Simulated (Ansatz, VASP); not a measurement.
# Two plane-wave programs on TiCo3

```
CELL_PARAMETERS angstrom
3.43723 0.00000 0.00000
0.00000 3.43723 0.00000
0.00000 0.00000 3.43723
ATOMIC_POSITIONS crystal
Ti 0.00000 0.00000 0.00000
Co 0.00000 0.50000 0.50000
Co 0.50000 0.00000 0.50000
Co 0.50000 0.50000 0.00000
```

Alike in both runs: task single point; functional r2SCAN; k mesh 12 × 12 × 12; occupations gaussian, width 0.1 eV; collinear spin.

|  | VASP | Ansatz |
| --- | --- | --- |
| version | VASP 6.6.1 | Ansatz 0.2.0 |
| potentials or method | VASP PAW PBE potentials, release 64 (Ti_sv, Co), cutoff 520 eV | scalar-relativistic, plane waves, PAW |
| valence electrons in the cell | 39 | 63 |

```tsv
	VASP	Ansatz	Ansatz less VASP
gap on the k mesh at the Fermi level (eV)	none	none	-
pressure (GPa)	26.1	34.5	+8.47
net moment per atom (μB)	0.00	0.68	+0.684
size of the moment on the site where the two differ most (μB)	0.00	1.20	+1.196
```

The net moments are unlike, so the other rows may belong to different states. VASP's potentials were made for PBE, not for r2SCAN. Site moments also hang on the region over which each program counts them. A gap of «none» marks a metal or a gap that the smearing closes. VASP's potentials hold 39 valence electrons a cell and Ansatz's 63, so a difference there can come from the potentials and not from the codes. Ansatz's warnings: stability check not made.
